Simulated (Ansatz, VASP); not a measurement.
# One calculation of Zr3S2, two programs

```
Zr S
1.0
     2.79296    1.61252    3.52057
    -2.79296    1.61252    3.52057
     0.00000   -3.22503    3.52057
Zr S
3 2
Cartesian
  -1.8889 0.0000 5.2808
  0.9445 -1.6359 5.2808
  0.9445 1.6359 5.2808
  0.0000 0.0000 3.5378
  0.0000 0.0000 7.0239
```

Change from the starting cell: strain -0.025 along x and y, +0.025 along z, atoms carried along.

Alike in both runs: task single point; functional PBEsol; k mesh 12 × 12 × 12; occupations gaussian, width 0.15 eV; no spin polarisation.

|  | VASP | Ansatz |
| --- | --- | --- |
| version | VASP 6.6.1 | Ansatz 0.2.0 |
| potentials or method | VASP PAW PBE potentials, release 64 (Zr_sv, S), cutoff 520 eV | scalar-relativistic, plane waves, PAW |
| valence electrons in the cell | 48 | 48 |

Ansatz gave:

```
gap on the k mesh at the Fermi level (eV)                     : none
pressure (GPa)                                                : 3.2
traceless stress, the component that is largest in VASP (GPa) : -3.69
rms of the force components (eV/Å)                            : 0.063
```

Task: What did VASP give for the same quantities?

Result: gap on the k mesh at the Fermi level (eV): none; pressure (GPa): 3.4; traceless stress, the component that is largest in VASP (GPa): -3.61; rms of the force components (eV/Å): 0.066.

VASP's potentials were made for PBE, not for PBEsol. Atom by atom the forces differ by 0.003 eV/Å (rms over components). A gap of «none» marks a metal or a gap that the smearing closes.
